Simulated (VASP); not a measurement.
# Pd in VASP: single point with PBE

Aim: the single point of Pd with PBE.

All numbers are computed with VASP 6.6.1; they aren't measurements. Logs are shortened: lines on timing, memory, paths and dates and some standing lists are left out, and cuts for length are marked.

## Step 1: The cell of the first run

The cell holds a slab with vacuum, 5 atoms: a = 2.790 Å, b = 3.946 Å, c = 27.392 Å, α = 90.00°, β = 90.00°, γ = 90.00°.

## Step 2: Single point, PBE

The input, INCAR:

```
  ALGO = Normal
  DIPOL = 0.5 0.5 0.500
  EDIFF = 1E-7
  ENCUT = 520
  GGA = PE
  IDIPOL = 3
  ISIF = 2
  ISMEAR = -1
  LASPH = True
  LCHARG = False
  LDIPOL = True
  LREAL = False
  LWAVE = False
  NBANDS = 33
  NELM = 80
  PREC = Accurate
  SIGMA = 0.1
```

The input, KPOINTS:

```
k-points
0
Gamma
  12 8 1
```

The input, POSCAR:

```
Pd
1.0
    2.7903171792      0.0000000000      0.0000000000
    0.0000000000      3.9461043981      0.0000000000
    0.0000000000      0.0000000000     27.3916000000
Pd
5
Direct
    0.0000000000      0.0000000000      0.4015830173
    0.5000000000      0.5000000000      0.4476399882
    0.0000000000      0.0000000000      0.4999999997
    0.5000000000      0.5000000000      0.5523600118
    0.0000000000      0.0000000000      0.5984169827
```

Potentials or basis: VASP PAW PBE potentials, release 64 (Pd).

On the command line:

```bash
$ cat potpaw_PBE.64/Pd/POTCAR > POTCAR
$ mpirun -np 1 vasp_std > vasp.out
```

OUTCAR:

```text
EDIFF = 1E-7
   ENCUT = 520
   GGA = PE
   ISIF = 2
   ISMEAR = -1
   LASPH = True
   LREAL = False
   NELM = 80
   PREC = Accurate

 ion  position               nearest neighbor table
   1  0.000  0.000  0.402-   3 2.70   2 2.73   2 2.73   2 2.73   2 2.73
   2  0.500  0.500  0.448-   1 2.73   1 2.73   1 2.73   1 2.73   3 2.81   3 2.81   3 2.81   3 2.81
                             4 2.87
   3  0.000  0.000  0.500-   1 2.70   5 2.70   2 2.81   2 2.81   2 2.81   2 2.81   4 2.81   4 2.81
                             4 2.81   4 2.81
   4  0.500  0.500  0.552-   5 2.73   5 2.73   5 2.73   5 2.73   3 2.81   3 2.81   3 2.81   3 2.81
                             2 2.87
   5  0.000  0.000  0.598-   3 2.70   4 2.73   4 2.73   4 2.73   4 2.73

  LATTYP: Found a simple orthorhombic cell.
 ALAT       =     2.7903171792
 B/A-ratio  =     1.4142135624
 C/A-ratio  =     9.8166617774

  Lattice vectors:

 A1 = (   2.7903171792,   0.0000000000,   0.0000000000)
 A2 = (   0.0000000000,   3.9461043981,   0.0000000000)
 A3 = (   0.0000000000,   0.0000000000,  27.3916000000)

Analysis of symmetry for initial positions (statically):
=====================================================================
 Subroutine PRICEL returns:
 Original cell was already a primitive cell.

 Routine SETGRP: Setting up the symmetry group for a
 simple orthorhombic supercell.

 Subroutine GETGRP returns: Found  8 space group operations
 (whereof  8 operations were pure point group operations)
 out of a pool of  8 trial point group operations.

The static configuration has the point symmetry D_2h.

Analysis of symmetry for dynamics (positions and initial velocities):
=====================================================================
 Subroutine PRICEL returns:
 Original cell was already a primitive cell.

 Routine SETGRP: Setting up the symmetry group for a
 simple orthorhombic supercell.

 Subroutine GETGRP returns: Found  8 space group operations
 (whereof  8 operations were pure point group operations)
 out of a pool of  8 trial point group operations.

The dynamic configuration has the point symmetry D_2h.

 Subroutine INISYM returns: Found  8 space group operations
 (whereof  8 operations are pure point group operations),
 and found     1 'primitive' translations

----------------------------------------------------------------------------------------

                                     Primitive cell

  volume of cell :     301.6057

  direct lattice vectors                    reciprocal lattice vectors
     2.790317179  0.000000000  0.000000000     0.358382197  0.000000000  0.000000000
     0.000000000  3.946104398  0.000000000     0.000000000  0.253414482  0.000000000
     0.000000000  0.000000000 27.391600000     0.000000000  0.000000000  0.036507542

  length of vectors
     2.790317179  3.946104398 27.391600000     0.358382197  0.253414482  0.036507542

  position of ions in fractional coordinates (direct lattice)
     0.000000000  0.000000000  0.401583017
     0.500000000  0.500000000  0.447639988
     0.000000000  0.000000000  0.500000000
     0.500000000  0.500000000  0.552360012
     0.000000000  0.000000000  0.598416983

  ion indices of the primitive-cell ions
   primitive index   ion index
                 1           1
                 2           2
                 3           3
                 4           4
                 5           5

----------------------------------------------------------------------------------------

 KPOINTS: k-points

Automatic generation of k-mesh.
 Grid dimensions read from file:
 generate k-points for:   12    8    1

 Generating k-lattice:

  Cartesian coordinates                     Fractional coordinates (reciprocal lattice)
     0.029865183  0.000000000  0.000000000     0.083333333  0.000000000  0.000000000
     0.000000000  0.031676810  0.000000000     0.000000000  0.125000000  0.000000000
     0.000000000  0.000000000  0.036507542     0.000000000  0.000000000  1.000000000

  Length of vectors
     0.029865183  0.031676810  0.036507542

  Shift w.r.t. Gamma in fractional coordinates (k-lattice)
     0.000000000  0.000000000  0.000000000

 Subroutine IBZKPT returns following result:
 ===========================================

 Found     35 irreducible k-points:

 Following reciprocal coordinates:
            Coordinates               Weight
  0.000000  0.000000  0.000000      1.000000
  0.083333  0.000000  0.000000      2.000000
  0.166667  0.000000  0.000000      2.000000
  0.250000  0.000000  0.000000      2.000000
  0.333333  0.000000  0.000000      2.000000
  0.416667  0.000000  0.000000      2.000000
[... 16 lines left out ...]
  0.083333  0.375000  0.000000      4.000000
  0.166667  0.375000  0.000000      4.000000
 [... further k-points ...]
   k-points           NKPTS =     35   k-points in BZ     NKDIM =     35   number of bands    NBANDS=     33
   number of dos      NEDOS =    301   number of ions     NIONS =      5
   total plane-waves  NPLWV = 151200
   dimension x,y,z NGX =    24 NGY =   30 NGZ =  210
   dimension x,y,z NGXF=    48 NGYF=   60 NGZF=  420
   ions per type =               5
   NGX,Y,Z   is equivalent  to a cutoff of  14.30, 12.64, 12.75 a.u.
   NGXF,Y,Z  is equivalent  to a cutoff of  28.60, 25.28, 25.49 a.u.
 SYSTEM =  unknown system
   PREC   = accura    normal or accurate (medium, high low for compatibility)
   ISTART =      0    job   : 0-new  1-cont  2-samecut
   ICHARG =      2    charge: 1-file 2-atom 10-const
   ISPIN  =      1    spin polarized calculation?
   LNONCOLLINEAR =      F non collinear calculations
   LSORBIT =      F    spin-orbit coupling
   LASPH  =      T    aspherical Exc in radial PAW
   ENCUT  =  520.0 eV  38.22 Ry    6.18 a.u.   5.19  7.34 50.93*2*pi/ulx,y,z
   NELM   =     80;   NELMIN=  2; NELMDL= -5     # of ELM steps
   EDIFF  = 0.1E-06   stopping-criterion for ELM
   LREAL  =      F    real-space projection
   EDIFFG = 0.1E-05   stopping-criterion for IOM
   NSW    =      0    number of steps for IOM
   IBRION =     -1    ionic relax: 0-MD 1-quasi-New 2-CG
   NFREE  =      0    steps in history (QN), initial steepest desc. (CG)
   ISIF   =      2    stress and relaxation
   ISYM   =      2    0-nonsym 1-usesym 2-fastsym
   POTIM  = 0.5000    time-step for ionic-motion
   TEBEG  =    0.0;   TEEND  =   0.0 temperature during run
   PSTRESS=    0.0 pullay stress
   NELECT =      50.0000    total number of electrons
   NUPDOWN=      -1.0000    fix difference up-down
   EMIN   =  10.00;   EMAX   =-10.00  energy-range for DOS
   EFERMI =   0.00;   METHOD = LEGACY
   ISMEAR =    -1;   SIGMA  =   0.10  broadening in eV -4-tet -1-fermi 0-gaus
   EFERMI_NEDOS =   21; number of points for ismear=-14 and -15
   IALGO  =     38    algorithm
   IMIX   =      4    mixing-type and parameters
     AMIX     =   0.40;   BMIX     =  1.00
     AMIX_MAG =   1.60;   BMIX_MAG =  1.00
  volume/ion in A,a.u.               =      60.32       407.07
  Fermi-wavevector in a.u.,A,eV,Ry     =   0.899328  1.699484 11.004278  0.808792
  Thomas-Fermi vector in A             =   2.022149
   LORBIT       =      0    0 simple, 1 ext, 2 COOP (PROOUT), +10 PAW based schemes
   GGA     = PE    functional components
   LHFCALC =     F    Hartree Fock is set to
   AEXX    =    0.0000 exact exchange contribution
   IVDW    =     0    specifies the selected vdW correction
   LEPSILON=     F    determine dielectric tensor
   LRPA    =     F    only Hartree local field effects (RPA)
 non-spin polarized calculation
  energy-cutoff  :      520.00
  volume of cell :      301.61
 maximum number of plane-waves:      8194
 NGX is ok and might be reduce to    24
   NGX = 11   NGY = 15   NGZ =101

 dipolmoment           0.000000      0.000000     -0.000000 electrons x Angstroem

 number of electron      50.0000012 magnetization

 dipolmoment           0.000000      0.000000      0.000000 electrons x Angstroem

 Free energy of the ion-electron system (eV)
  ---------------------------------------------------
  ext. energy  EPLUGINS =         0.00000000
  ---------------------------------------------------
  free energy    TOTEN  =       -24.12012891 eV

  energy without entropy =      -23.77028228  energy(sigma->0) =      -23.94520559

 E-fermi :  -1.2074     XC(G=0):  -3.9527

 val. band max:       -1.2082528539   @ k =   0.4167   0.3750   0.0000
 cond. band min:      -1.2028045522   @ k =   0.0833   0.3750   0.0000
 fundamental gap:      0.0054483017
 Fermi energy:        -1.2073858265

 k-point     1 :       0.0000    0.0000    0.0000
  band No.  band energies     occupation
      1      -7.3583      2.00000
      2      -5.9408      2.00000
      3      -5.8217      2.00000
      4      -5.5214      2.00000
      5      -5.3161      2.00000
      6      -4.6164      2.00000
[... 25 lines left out ...]
     32       3.6586      0.00000
     33       3.7095      0.00000

 k-point     2 :       0.0833    0.0000    0.0000
  band No.  band energies     occupation
      1      -7.2024      2.00000
      2      -5.8199      2.00000
      3      -5.7075      2.00000
      4      -5.4544      2.00000
      5      -5.1893      2.00000
      6      -4.4919      2.00000
[... 25 lines left out ...]
     32       3.8082      0.00000
     33       3.8426      0.00000

 k-point     3 :       0.1667    0.0000    0.0000
  band No.  band energies     occupation
      1      -6.7697      2.00000
      2      -5.5326      2.00000
      3      -5.5296      2.00000
      4      -5.2318      2.00000
      5      -4.8565      2.00000
      6      -4.8212      2.00000
[... 25 lines left out ...]
     32       4.2391      0.00000
     33       4.9042      0.00000

 k-point     4 :       0.2500    0.0000    0.0000
  band No.  band energies     occupation
      1      -6.1829      2.00000
      2      -5.5931      2.00000
      3      -5.3080      2.00000
      4      -5.1874      2.00000
      5      -4.9303      2.00000
      6      -4.8279      2.00000
[... 25 lines left out ...]
     32       4.8913      0.00000
     33       5.9180      0.00000

 k-point     5 :       0.3333    0.0000    0.0000
  band No.  band energies     occupation
      1      -5.8021      2.00000
      2      -5.7038      2.00000
      3      -5.5001      2.00000
      4      -5.2991      2.00000
      5      -5.2501      2.00000
      6      -4.7528      2.00000
[... 604 lines left out ...]
 k-point    22 :       0.0000    0.3750    0.0000
  band No.  band energies     occupation
      1      -6.1722      2.00000
      2      -5.9782      2.00000
      3      -5.6246      2.00000
      4      -5.3266      2.00000
      5      -5.1049      2.00000
      6      -4.8770      2.00000
[... 25 lines left out ...]
     32       2.5570      0.00000
     33       4.6835      0.00000

 k-point    23 :       0.0833    0.3750    0.0000
  band No.  band energies     occupation
      1      -6.0324      2.00000
      2      -5.8500      2.00000
      3      -5.4748      2.00000
      4      -5.2019      2.00000
      5      -4.9461      2.00000
      6      -4.8383      2.00000
[... 25 lines left out ...]
     32       2.8043      0.00000
     33       4.8086      0.00000

 k-point    24 :       0.1667    0.3750    0.0000
  band No.  band energies     occupation
      1      -5.7048      2.00000
      2      -5.5210      2.00000
      3      -5.1320      2.00000
      4      -4.8870      2.00000
      5      -4.7484      2.00000
      6      -4.5423      2.00000
[... 25 lines left out ...]
     32       3.4718      0.00000
     33       5.1806      0.00000

 [... further k-points ...]

------------------------ aborting loop because EDIFF is reached ----------------------------------------

 vacuum level on the upper side and lower side of the slab       (xc-potential included)        -0.104        -0.104

  FORCE on cell =-STRESS in cart. coord.  units (eV):
  Direction    XX          YY          ZZ          XY          YZ          ZX
  --------------------------------------------------------------------------------------
  -------------------------------------------------------------------------------------
  Total       -2.2361193     -1.4864658     -0.1457705     -0.0000000      0.0000000      0.0000000
  in kB      -11.8786203     -7.8963420     -0.7743562     -0.0000000      0.0000000      0.0000000
  external PRESSURE =      -6.8497728 kB  Pullay stress =       0.0000000 kB

 VOLUME and BASIS-vectors are now :
 -----------------------------------------------------------------------------
  energy-cutoff  :      520.00
  volume of cell :      301.61
      direct lattice vectors                 reciprocal lattice vectors
     2.790317179  0.000000000  0.000000000     0.358382197  0.000000000  0.000000000
     0.000000000  3.946104398  0.000000000     0.000000000  0.253414482  0.000000000
     0.000000000  0.000000000 27.391600000     0.000000000  0.000000000  0.036507542

 POSITION                                       TOTAL-FORCE (eV/Angst)
 -----------------------------------------------------------------------------------
      0.00000      0.00000     11.00000         0.000000      0.000000      0.023256
      1.39516      1.97305     12.26158         0.000000     -0.000000     -0.008012
      0.00000      0.00000     13.69580         0.000000      0.000000      0.000000
      1.39516      1.97305     15.13002         0.000000     -0.000000      0.008012
      0.00000      0.00000     16.39160         0.000000      0.000000     -0.023256
 -----------------------------------------------------------------------------------
    total drift:                                0.000000     -0.000000      0.000007

  FREE ENERGIE OF THE ION-ELECTRON SYSTEM (eV)
  ---------------------------------------------------
  free  energy   TOTEN  =       -24.1201289062 eV

  energy  without entropy=      -23.7702822813  energy(sigma->0) =      -23.94520559

 vacuum level on the upper side and lower side of the slab         3.448         3.448
```

It took 13 min on 1 thread of Oxide Virtual Turin-like, shared host; peak memory 0.51 GiB.

What came out:

```yaml
Free_energy: -24.1201 eV
Largest_force: 0.023 eV/Å
Band_gap_on_the_k_mesh: zero (bands 25 and 26 overlap by 0.45 eV)
```

Forces on the atoms (eV/Å):
```
Pd   0.000  0.000  0.023
Pd   0.000  0.000 -0.008
Pd   0.000  0.000  0.000
Pd   0.000  0.000  0.008
Pd   0.000  0.000 -0.023
```

Levels at points of the mesh, in eV from the Fermi level:
```tsv
k point	band 23	band 24	band 25	band 26	band 27	band 28
(0.00, 0.00, 0.00)	-0.74	-0.38	-0.21	-0.06	0.24	0.41
(0.50, 0.00, 0.00)	-0.03	0.12	0.24	2.40	2.54	3.04
(0.00, 0.50, 0.00)	-0.21	-0.17	-0.13	-0.09	0.08	0.17
(0.50, 0.50, 0.00)	-0.01	0.03	0.13	2.21	2.46	4.76
```
